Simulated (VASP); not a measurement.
Input of a VASP 6.6.1 run:

The input INCAR:

```
SYSTEM = SiC
PREC = Accurate
ENCUT = 600
EDIFF = 1E-6
ISMEAR = 0
SIGMA = 0.05
LREAL = .False.
LASPH = .True.
NELM = 120
ALGO = Normal
ISIF = 2
LWAVE = .False.
LCHARG = .False.
GGA = CA
NBANDS = 16
GGA_COMPAT = .False.
```

Contents of KPOINTS:

```
Automatic mesh
0
Gamma
  10 10 6
  0 0 0
```

POSCAR

```
SiC
1.0
    0.0000000000     -2.1644105396     -2.2654885118
    0.0000000000      2.1644105396     -2.2654885118
    4.3288210792      0.0000000000      0.0000000000
Si C
2 2
Direct
    0.5083163520      0.5083163520      0.5000000000
   -0.0083163520     -0.0083163520      0.0000000000
    0.0056300972      0.4943699028      0.2500000000
    0.4943699028      0.0056300972      0.7500000000
```

Potentials or basis: VASP PAW LDA potentials, release 64 (Si, C).

Launch:

```bash
$ cat potpaw_LDA.64/Si/POTCAR potpaw_LDA.64/C/POTCAR > POTCAR
$ mpirun -np 1 vasp_std > vasp.out
```

**Question.** Predict the band gap on the k mesh.

**Answer.** 1.08 eV.

**Question.** What does it give for the largest force?

**Answer.** 0.493 eV/Å.

**Question.** What does it give for the pressure?

**Answer.** -9.5 GPa.

Forces in eV/Å, atoms in the order of the input:
```
Si   0.000  0.000  0.493
Si   0.000  0.000 -0.493
C    0.000  0.157  0.000
C    0.000 -0.157  0.000
```

Caveat: the cell differs from its parent crystal (atoms displaced along a vibrational mode, the cell strained); the cell stands under tension. A k mesh can miss the band edges.
